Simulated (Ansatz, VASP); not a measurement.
Si5P3 in VASP and in Ansatz

```
CELL_PARAMETERS angstrom
3.62187 0.00000 0.00000
-1.81093 3.13663 0.00000
0.00000 0.00000 31.75724
ATOMIC_POSITIONS crystal
Si 0.00000 0.00000 0.96310
Si 0.00000 0.00000 0.03690
Si 0.66667 0.33333 0.22702
Si 0.66667 0.33333 0.30102
Si 0.33333 0.66667 0.40395
Si 0.33333 0.66667 0.32951
Si 0.66667 0.33333 0.59605
Si 0.66667 0.33333 0.67049
Si 0.33333 0.66667 0.77298
Si 0.33333 0.66667 0.69898
P 0.66667 0.33333 0.93245
P 0.33333 0.66667 0.06755
P 0.00000 0.00000 0.19614
P 0.66667 0.33333 0.43497
P 0.33333 0.66667 0.56503
P 0.00000 0.00000 0.80386
```

Alike in both runs: functional PBE; k mesh 12 × 12 × 1; occupations gaussian, width 0.02 eV; no spin polarisation.

Ansatz relaxed the structure, and its values are those at the end. VASP's run is a single point on that final structure, the one shown.

|  | VASP | Ansatz |
| --- | --- | --- |
| version | VASP 6.6.1 | Ansatz 0.2.0 |
| potentials or method | VASP PAW PBE potentials, release 64 (Si, P), cutoff 520 eV | scalar-relativistic, plane waves, PAW |
| valence electrons in the cell | 70 | 70 |

```tsv
	VASP	Ansatz	Ansatz less VASP
gap on the k mesh at the Fermi level (eV)	0.62	0.61	-0.006
least direct gap on the mesh (eV)	1.66	1.64	-0.018
pressure (GPa)	-0.1	0.0	+0.12
rms of the force components (eV/Å)	0.009	0.000	-0.0083
```

The functional is the same, so the differences come from potentials, cutoffs and numerics.
